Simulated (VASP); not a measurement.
# Sc3Al: single point with PBEsol

Sc3Al:

```
Sc Al
1.0
     6.31201    0.00000    0.00000
    -3.15601    5.46636    0.00000
     0.00000    0.00000    5.07970
Sc Al
6 2
Direct
  0.82839 0.17161 0.75000
  0.34322 0.17161 0.75000
  0.82839 0.65678 0.75000
  0.17161 0.82839 0.25000
  0.65678 0.82839 0.25000
  0.17161 0.34322 0.25000
  0.66667 0.33333 0.25000
  0.33333 0.66667 0.75000
```

| Property | Result |
| --- | --- |
| Program | VASP 6.6.1 |
| Task | single point |
| Functional | PBEsol |
| Potentials or basis | VASP PAW PBE potentials, release 64 (Sc_sv, Al) |
| Cutoff | 520 eV |
| k mesh | 6 × 6 × 8 |
| Occupations | gaussian, width 0.1 eV |
| Spin | no spin polarisation |
| Dipole correction | no |
| Further INCAR settings | ALGO = Fast; EDIFF = 1e-06; NBANDS = 46 |

```
Pressure               : -2.7 GPa
Band gap on the k mesh : zero (bands 36 and 37 overlap by 0.62 eV)
```

Stress tensor (GPa, compression positive):
```
-2.53  0.00  0.00
 0.00 -2.53  0.00
 0.00  0.00 -3.17
```

Levels at points of the mesh, in eV from the Fermi level:
```csv
k point,band 34,band 35,band 36,band 37,band 38,band 39,band 40,band 41
"(0.00, 0.00, 0.00)",-0.48,-0.48,-0.24,-0.23,-0.23,-0.23,0.15,1.21
"(0.50, 0.00, 0.00)",-0.42,-0.40,-0.12,-0.07,0.16,0.21,1.00,1.04
"(0.00, 0.00, 0.50)",-0.43,-0.43,-0.43,-0.31,-0.31,0.41,0.41,0.88
"(0.50, 0.00, 0.50)",-0.86,0.29,0.29,0.47,0.47,0.56,0.56,0.69
```

Run time: 3.5 min on 1 thread of Intel(R) Xeon(R) 6975P-C (Granite Rapids), on a shared host, peak memory 0.42 GiB.

Caveat: the PAW data sets were made with another functional, which shifts forces and pressure a little.
